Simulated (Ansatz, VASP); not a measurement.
## One calculation of Ge, two programs

File INCAR:

```
SYSTEM = Ge
ALGO = Normal
EDIFF = 1E-6
ENCUT = 520
GGA = PS
ISIF = 2
ISMEAR = 0
LASPH = .True.
LCHARG = .False.
LREAL = .False.
LWAVE = .False.
NBANDS = 21
NELM = 100
PREC = Accurate
SIGMA = 0.15
```

File KPOINTS:

```
k-points
0
Gamma
  14 14 14
  0 0 0
```

The input POSCAR:

```
Ge
1.0
    0.0000000000      2.7669151457      2.7669151457
    2.7669151457      0.0000000000      2.7669151457
    2.7669151457      2.7669151457      0.0000000000
Ge
2
Direct
    0.5098665837      0.4901334163      0.4901334163
    0.7401334163      0.7598665837      0.7598665837
```

Input for Ansatz:

```yaml
crystal:
  lattice:
    - [0.0, 2.7669151457, 2.7669151457]
    - [2.7669151457, 0.0, 2.7669151457]
    - [2.7669151457, 2.7669151457, 0.0]
  atoms:
    - { symbol: Ge, position: [0.5098665837, 0.4901334163, 0.4901334163] }
    - { symbol: Ge, position: [0.7401334163, 0.7598665837, 0.7598665837] }
basis:
  ecutwfc: 420
kpoints:
  mp_grid: { grid: [14, 14, 14] }
hamiltonian:
  xc: pbesol
  pseudopotentials: { kind: paw, azcp: { folder: soft_1 } }
scf:
  occupations: { method: gaussian, width: 0.15 }
output:
  forces: true
  stress: true
  eigenvalues: true
```

Change from the starting cell: mode 4 frozen in at -0.056 Å, equal normal strain along x, y and z -0.0250.

Alike in both runs: task single point; functional PBEsol; k mesh 14 × 14 × 14; occupations gaussian, width 0.15 eV; no spin polarisation.

|  | VASP | Ansatz |
| --- | --- | --- |
| version | VASP 6.6.1 | Ansatz 0.2.0 |
| potentials or method | VASP PAW PBE potentials, release 64 (Ge_d), cutoff 520 eV | scalar-relativistic, plane waves, PAW |
| valence electrons in the cell | 28 | 28 |

|  | VASP | Ansatz | Ansatz less VASP |
| --- | --- | --- | --- |
| gap on the k mesh at the Fermi level (eV) | none | none | - |
| pressure (GPa) | 6.5 | 6.6 | +0.11 |
| traceless stress, the component that is largest in VASP (GPa) | -4.74 | -4.77 | -0.031 |
| rms of the force components (eV/Å) | 0.798 | 0.799 | +0.0011 |

VASP's potentials were made for PBE, not for PBEsol, and Ansatz warns of the same on its side. Atom by atom the forces differ by 0.001 eV/Å (rms over components). A gap of «none» marks a metal or a gap that the smearing closes.
